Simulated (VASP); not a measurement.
A run of VASP 6.6.1 is set up as follows.

INCAR

```
  ALGO = Normal
  EDIFF = 1E-7
  ENCUT = 520
  GGA = PE
  GGA_COMPAT = F
  ISIF = 2
  ISMEAR = -1
  LASPH = T
  LCHARG = T
  LMAXMIX = 4
  LORBIT = 11
  LORBMOM = T
  LREAL = F
  LSORBIT = T
  LVHAR = T
  LWAVE = F
  MAGMOM = 0 0 0 0 0 0
  NBANDS = 30
  NELM = 150
  PREC = Accurate
  SIGMA = 0.1
```

File KPOINTS:

```
k-points
0
Gamma
  15 15 8
```

The input POSCAR:

```
Co
1.0
    2.4583938885      0.0000000000      0.0000000000
   -1.2291969442      2.1290315600      0.0000000000
    0.0000000000      0.0000000000      3.9606905031
Co
2
Direct
    0.3333333333      0.6666666667      0.2500000000
    0.6666666667      0.3333333333      0.7500000000
```

Potentials or basis: VASP PAW PBE potentials, release 64 (Co).

Command:

```sh
$ cat potpaw_PBE.64/Co/POTCAR > POTCAR
$ mpirun -np 1 vasp_ncl > vasp.out
```

Task: What does it give for the pressure?

Result: -0.7 GPa.

Task: What does it give for the net moment?

Result: 0.00 μB per cell.

Stress tensor (GPa, compression positive):
```
-0.69  0.00  0.00
 0.00 -0.69  0.00
 0.00  0.00 -0.81
```
